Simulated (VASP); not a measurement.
Wanted: the native input for a VASP 6.6.1 run.

```
Task                   : single point
Functional             : PBEsol
Potentials or basis    : VASP PAW PBE potentials, release 64 (Mn_pv, O)
Cutoff                 : 520 eV
k mesh                 : 10 × 10 × 10
Occupations            : fermi-dirac, width 0.05 eV
Spin                   : collinear spin, ferromagnetic start
Starting moments       : [4.0, 0.0] μB
Dipole correction      : no
Further INCAR settings : ALGO = Normal; EDIFF = 1e-06; NBANDS = 20
```

The structure of MnO lies in POSCAR:

```
MnO
1.0
    0.0000000000      2.1634106808      2.1634106808
    2.1634106808      0.0000000000      2.1634106808
    2.1634106808      2.1634106808      0.0000000000
Mn O
1 1
Direct
    0.0000000000      0.0000000000      0.0000000000
    0.5000000000      0.5000000000      0.5000000000
```

The input as run:

INCAR

```
SYSTEM = MnO
PREC = Accurate ; ENCUT = 520
EDIFF = 1E-6 ; ISMEAR = -1
SIGMA = 0.05 ; LREAL = .FALSE.
LASPH = .TRUE. ; NELM = 150
ALGO = Normal ; ISIF = 2
LWAVE = .FALSE. ; LCHARG = .FALSE.
ISPIN = 2 ; MAGMOM = 4 0
LORBIT = 11 ; LMAXMIX = 4
GGA = PS ; NBANDS = 20
```

KPOINTS

```
regular mesh
0
G
  10 10 10
  0 0 0
```

Potentials or basis: VASP PAW PBE potentials, release 64 (Mn_pv, O).

Launch:

```sh
$ cat potpaw_PBE.64/Mn_pv/POTCAR potpaw_PBE.64/O/POTCAR > POTCAR
$ mpirun -np 1 vasp_std > vasp.out
```

It gave:

The pressure is 0.5 GPa. The net moment is 4.45 μB per cell, the site moments are Mn +4.07; O +0.17 μB and the valence electrons inside the program's atomic spheres are Mn 11.46; O 4.97.

Caveat: the PAW data sets were made with another functional, which shifts forces and pressure a little; a cell with one magnetic atom can't hold antiferromagnetic order, which such compounds often take.

Wall time 14 s on 1 thread of Intel(R) Xeon(R) 6975P-C (Granite Rapids), with other jobs on the host, peak memory 0.16 GiB.
